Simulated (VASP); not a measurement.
Input of a VASP 6.6.1 run:

Contents of INCAR:

```
ALGO     = Normal         # electronic algorithm
EDIFF    = 1E-6           # SCF threshold, eV
ENCUT    = 520            # plane-wave cutoff, eV
GGA      = PS             # functional
ISIF     = 2              # what is computed and relaxed
ISMEAR   = 0              # smearing method
LASPH    = True           # aspherical terms in the spheres
LCHARG   = False          # write CHGCAR
LREAL    = False          # projectors in reciprocal space
LWAVE    = False          # write WAVECAR
NBANDS   = 16             # bands
NELM     = 60             # most SCF steps
PREC     = Accurate       # precision mode
SIGMA    = 0.1            # smearing width, eV
```

Contents of KPOINTS:

```
k-points
0
Gamma
  12 12 12
```

The input POSCAR:

```
InAs
1.0
    0.0000000000      3.0131413404      3.0131413404
    3.0131413404      0.0000000000      3.0131413404
    3.0131413404      3.0131413404      0.0000000000
In As
1 1
Direct
    0.0000000000      0.0000000000      0.0000000000
    0.2500000000      0.2500000000      0.2500000000
```

Potentials or basis: VASP PAW PBE potentials, release 64 (In_d, As).

Launch:

```console
$ cat potpaw_PBE.64/In_d/POTCAR potpaw_PBE.64/As/POTCAR > POTCAR
$ mpirun -np 1 vasp_std > vasp.out
```

Question: Predict the band gap on the k mesh.

Answer: Zero (filled and empty bands touch).

Question: Predict the pressure.

Answer: 1.9 GPa.

Caveat: the PAW data sets were made with another functional, which shifts forces and pressure a little; spin-orbit coupling is left out, which moves the levels of the heavy elements.
